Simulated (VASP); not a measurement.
A run of VASP 6.6.1 is set up as follows.

Contents of INCAR:

```
ALGO = Normal
EDIFF = 1E-7
ENCUT = 520
GGA = PE
ISIF = 2
ISMEAR = 0
LASPH = True
LCHARG = False
LREAL = False
LWAVE = False
NBANDS = 16
NELM = 60
PREC = Accurate
SIGMA = 0.05
```

Contents of KPOINTS:

```
k-points
0
Gamma
  8 8 8
```

Contents of POSCAR:

```
ZnS
1.0
    0.0000000000      2.7215639846      2.7215639846
    2.7215639846      0.0000000000      2.7215639846
    2.7215639846      2.7215639846      0.0000000000
Zn S
1 1
Direct
    0.0000000000      0.0000000000      0.0000000000
    0.6948846322      0.6948846322      0.7271704672
```

Potentials or basis: VASP PAW PBE potentials, release 64 (Zn, S).

Command:

```sh
$ cat potpaw_PBE.64/Zn/POTCAR potpaw_PBE.64/S/POTCAR > POTCAR
$ mpirun -np 1 vasp_std > vasp.out
```

(1) What does it give for the band gap on the k mesh?

(2) Predict the pressure.

Answers

(1) 2.03 eV.

(2) 3.2 GPa.

Caveat: the cell differs from its parent crystal (atom 2 (S) moved by (-0.300, -0.300) A along [1 1 0] and z); the cell stands under pressure; forces of over 1 eV/Å act on the atoms, so gaps and moduli don't describe the material at rest.
